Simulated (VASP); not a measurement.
Here is a VASP 6.6.1 calculation.

INCAR

```
  PREC = Accurate
  ENCUT = 520
  EDIFF = 1E-6
  ISMEAR = 0
  SIGMA = 0.05
  LREAL = False
  LASPH = True
  NELM = 100
  ALGO = Normal
  ISIF = 2
  LWAVE = False
  LCHARG = True
  GGA = PE
  LELF = True
  LVHAR = True
  NBANDS = 44
```

KPOINTS

```
regular mesh
0
Gamma
  4 4 4
```

The input POSCAR:

```
CO2
1.0
    6.0246926637      0.0000000000      0.0000000000
    0.0000000000      6.0246926637      0.0000000000
    0.0000000000      0.0000000000      5.3402875771
C O
4 8
Direct
    0.0000000000      0.0000000000      0.0000000000
    0.5000000000      0.0000000000      0.5000000000
    0.5000000000      0.5000000000      0.0000000000
    0.0000000000      0.5000000000      0.5000000000
    0.1114834447      0.1114834447      0.1114834447
    0.3885165553      0.8885165553      0.6114834447
    0.6114834447      0.3885165553      0.8885165553
    0.8885165553      0.6114834447      0.3885165553
    0.8885165553      0.8885165553      0.8885165553
    0.6114834447      0.1114834447      0.3885165553
    0.3885165553      0.6114834447      0.1114834447
    0.1114834447      0.3885165553      0.6114834447
```

Potentials or basis: VASP PAW PBE potentials, release 64 (C, O).

Launch:

```bash
$ cat potpaw_PBE.64/C/POTCAR potpaw_PBE.64/O/POTCAR > POTCAR
$ mpirun -np 1 vasp_std > vasp.out
```

Problem. What does it give for the pressure?

Solution. 16.8 GPa.

Problem. Predict the band gap on the k mesh.

Solution. 6.96 eV.

Problem. What does it give for the largest force?

Solution. 6.735 eV/Å.

Stress tensor (GPa, compression positive):
```
17.81  0.00  0.00
 0.00 17.93  0.00
 0.00  0.00 14.69
```

Caveat: the cell stands under pressure; this functional lacks dispersion, which holds the molecules together, so the pressure and a relaxed volume are unreliable; forces of over 1 eV/Å act on the atoms, so gaps and moduli don't describe the material at rest. PBE gaps usually lie below the measured ones, often by a third to a half.
